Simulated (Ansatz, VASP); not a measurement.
# Two plane-wave programs on BAs

```xyz
2
Lattice="0.0000 2.4197 2.4197 2.4197 0.0000 2.4197 2.4197 2.4197 0.0000" Properties=species:S:1:pos:R:3 pbc="T T T"
B     0.0000    0.0000    0.0000
As    3.6295    3.6295    3.6295
```

Alike in both runs: task single point; functional PBE; k mesh 12 × 12 × 12; occupations gaussian, width 0.05 eV; no spin polarisation.

|  | VASP | Ansatz |
| --- | --- | --- |
| version | VASP 6.6.1 | Ansatz 0.2.0 |
| potentials or method | VASP PAW PBE potentials, release 64 (B, As), cutoff 520 eV | scalar-relativistic, plane waves, PAW |
| valence electrons in the cell | 8 | 18 |

Ansatz gave:

- gap on the k mesh at the Fermi level (eV): 1.23
- least direct gap on the mesh (eV): 3.23
- pressure (GPa): -2.4

Problem. What did VASP give for the same quantities?

Solution. gap on the k mesh at the Fermi level (eV): 1.22; least direct gap on the mesh (eV): 3.23; pressure (GPa): -1.8.

With one functional, cell and mesh, what is left measures potentials, basis and numerics. VASP's potentials hold 8 valence electrons a cell and Ansatz's 18, so a difference there can come from the potentials and not from the codes.
